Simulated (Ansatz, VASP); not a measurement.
# One calculation of B, two programs

```
CELL_PARAMETERS angstrom
0.00000 1.65957 1.65957
1.65957 0.00000 1.65957
1.65957 1.65957 0.00000
ATOMIC_POSITIONS crystal
B 0.87500 0.87500 0.87500
B 0.12500 0.12500 0.12500
```

Change from the starting cell: volume scaled by 0.55, PAW files.

Alike in both runs: task single point; functional PBE; k mesh 18 × 18 × 18; occupations fermi-dirac, width 0.05 eV; no spin polarisation.

|  | VASP | Ansatz |
| --- | --- | --- |
| version | VASP 6.6.1 | Ansatz 0.2.0 |
| potentials or method | VASP PAW PBE potentials, release 64 (B) | PAW with Ansatz's default frozen-core files, scalar-relativistic |
| plane-wave cutoff (eV) | 520 | 420 |
| valence electrons in the cell | 6 | 6 |

Ansatz gave:

```
pressure (GPa) : 294.2
```

Problem. What did VASP give for the same quantities?

Solution. Pressure (GPa): 295.1.

Both programs put the cell under a high pressure, so it lies far from rest at this level.

Noted on VASP's run: the cell as given lies far from equilibrium.
